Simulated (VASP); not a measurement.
Runs of VASP 6.6.1 on Ti. The structure is that of space group Pm-3m (No. 221), or close to it. The cells are those of the table. 

| cell | gap on the mesh (eV) | pressure (GPa) |
| --- | --- | --- |
| a = 2.777 Å, 1 atom | none | -6.8 |
| a = 2.710 Å, 1 atom | none | (a) |
| a = 2.601 Å, 1 atom | none | 6.7 |
| a = 2.744 Å, 1 atom | none | -5.0 |

Alike in all rows: task single point; level BLYP; potentials or basis VASP PAW PBE potentials, release 64 (Ti_sv); no spin polarisation; k mesh 13 × 13 × 13; cutoff (eV) 520; smearing fermi-dirac 0.1 eV.

Q: Fill in the values left out.

A: (a) -2.8.

Caveats: the PAW data sets were made with another functional, which shifts forces and pressure a little.

A gap of «none» marks levels without a gap at the run's occupations.
